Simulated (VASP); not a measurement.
Write the native input for VASP 6.6.1 that does the following.

```yaml
Task: single point
Functional: PBE
Potentials_or_basis: VASP PAW PBE potentials, release 64 (Pb_d, O)
Cutoff: 520 eV
k_mesh: 6 × 6 × 1
Occupations: gaussian, width 0.1 eV
Spin: no spin polarisation
Dipole_correction: yes
Further_INCAR_settings: ALGO = Fast; EDIFF = 1e-06; NBANDS = 69
```

The structure of Pb8O lies in POSCAR:

```
Pb8O
1.0
    7.1295023335      0.0000000000      0.0000000000
   -3.5647511668      6.1743301372      0.0000000000
    0.0000000000      0.0000000000     18.1234889141
Pb O
8 1
Direct
    0.3333333333      0.1666666667      0.2207080557
    0.3333333333      0.6666666667      0.2207080557
    0.8333333333      0.1666666667      0.2207080557
    0.8333333333      0.6666666667      0.2207080557
    0.1666666667      0.3333333333      0.3654643400
    0.1666666667      0.8333333333      0.3654643400
    0.6666666667      0.3333333333      0.3654643400
    0.6666666667      0.8333333333      0.3654643400
    0.2500000000      0.6666666667      0.4383430829
```

The input as run:

INCAR

```
ALGO     = Fast           # electronic algorithm
DIPOL    = 0.5 0.5 0.309
EDIFF    = 1E-6           # SCF threshold, eV
ENCUT    = 520            # plane-wave cutoff, eV
GGA      = PE             # functional
IDIPOL   = 3            
ISIF     = 2              # what is computed and relaxed
ISMEAR   = 0              # smearing method
LASPH    = True           # aspherical terms in the spheres
LCHARG   = False          # write CHGCAR
LDIPOL   = True         
LREAL    = False          # projectors in reciprocal space
LWAVE    = False          # write WAVECAR
NBANDS   = 69             # bands
NELM     = 80             # most SCF steps
PREC     = Accurate       # precision mode
SIGMA    = 0.1            # smearing width, eV
```

KPOINTS

```
k-points
0
Gamma
  6 6 1
```

Potentials or basis: VASP PAW PBE potentials, release 64 (Pb_d, O).

The run is started by

```bash
$ cat potpaw_PBE.64/Pb_d/POTCAR potpaw_PBE.64/O/POTCAR > POTCAR
$ mpirun -np 1 vasp_std > vasp.out
```

Results of the run:

```json
{"Largest force": "1.359 eV/Å", "Band gap on the k mesh": "zero (bands 59 and 60 overlap by 0.17 eV)"}
```

Caveat: spin-orbit coupling is left out, which moves the levels of the heavy elements.

Run time: 58 min on 1 thread of Oxide Virtual Turin-like Processor, with other jobs on the host, peak memory 1.2 GiB.
